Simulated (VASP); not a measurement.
Input of a VASP 6.6.1 run:

The input POSCAR:

```
Ni
1.0
    0.0000000000      1.7393352784      1.7393352784
    1.7393352784      0.0000000000      1.7393352784
    1.7393352784      1.7393352784      0.0000000000
Ni
1
Direct
    0.0000000000      0.0000000000      0.0000000000
```

File INCAR.step1:

```
PREC = Accurate
ENCUT = 520
ISMEAR = 0
SIGMA = 0.1
LREAL = F
LASPH = T
NELM = 150
ISPIN = 2
MAGMOM = 0.9
LMAXMIX = 4
NBANDS = 15
GGA = PE
ALGO = Normal
EDIFF = 1E-4
LWAVE = T
LCHARG = F
```

Contents of INCAR.step2:

```
PREC = Accurate
ENCUT = 520
EDIFF = 1E-7
ISMEAR = 0
SIGMA = 0.1
LREAL = F
LASPH = T
NELM = 150
ALGO = Normal
ISIF = 2
LWAVE = F
LCHARG = T
ISPIN = 2
MAGMOM = 0.9
LORBIT = 11
LMAXMIX = 4
METAGGA = R2SCAN
LMIXTAU = T
LELF = T
LVHAR = T
NBANDS = 15
ISTART = 1
```

Contents of KPOINTS:

```
Automatic mesh
0
Gamma
  20 20 20
```

Potentials or basis: VASP PAW PBE potentials, release 64 (Ni).

Run with:

```console
$ cat potpaw_PBE.64/Ni/POTCAR > POTCAR
$ cp INCAR.step1 INCAR
$ mpirun -np 1 vasp_std > vasp.out
$ cp INCAR.step2 INCAR
$ mpirun -np 1 vasp_std > vasp.out
```

Task: Predict the net moment.

Result: 0.72 μB per cell.

Task: Predict the pressure.

Result: 0.2 GPa.

Task: What does it give for the site moments?

Result: Ni +0.74 μB.

Caveat: the PAW data sets were made with another functional, which shifts forces and pressure a little.
